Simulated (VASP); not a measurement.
A run of VASP 6.6.1 is set up as follows.

Contents of INCAR:

```
PREC = Accurate ; ENCUT = 520
EDIFF = 1E-6 ; ISMEAR = 0
SIGMA = 0.1 ; LREAL = False
LASPH = True ; NELM = 80
ALGO = Normal ; ISIF = 2
LWAVE = False ; LCHARG = True
GGA = PE ; LELF = True
LVHAR = True ; NBANDS = 20
```

Contents of KPOINTS:

```
Automatic mesh
0
Gamma
  6 6 4
```

The input POSCAR:

```
Mg2Si3N
1.0
    3.8152789958      0.0000000030      0.0000000000
   -1.9076395005      3.3041285314      0.0000000000
    0.0000000000      0.0000000000      7.8183405620
Mg Si N
2 3 1
Direct
    0.3333333333      0.6666666667      0.7275727528
    0.3333333333      0.6666666667      0.2724272472
    0.6666666667      0.3333333333      0.0000000000
    0.0000000000      0.0000000000      0.5000000000
    0.0000000000      0.0000000000      0.0000000000
    0.6666666667      0.3333333333      0.5000000000
```

Potentials or basis: VASP PAW PBE potentials, release 64 (Mg, Si, N).

The run is started by

```console
$ cat potpaw_PBE.64/Mg/POTCAR potpaw_PBE.64/Si/POTCAR potpaw_PBE.64/N/POTCAR > POTCAR
$ mpirun -np 1 vasp_std > vasp.out
```

Q: What does it give for the largest force?

A: 0.009 eV/Å.

Q: What does it give for the pressure?

A: 0.2 GPa.

Forces in eV/Å, atoms in the order of the input:
```
Mg   0.000  0.000  0.009
Mg   0.000  0.000 -0.009
Si   0.000  0.000  0.000
Si   0.000  0.000  0.000
Si   0.000  0.000  0.000
N    0.000  0.000  0.000
```
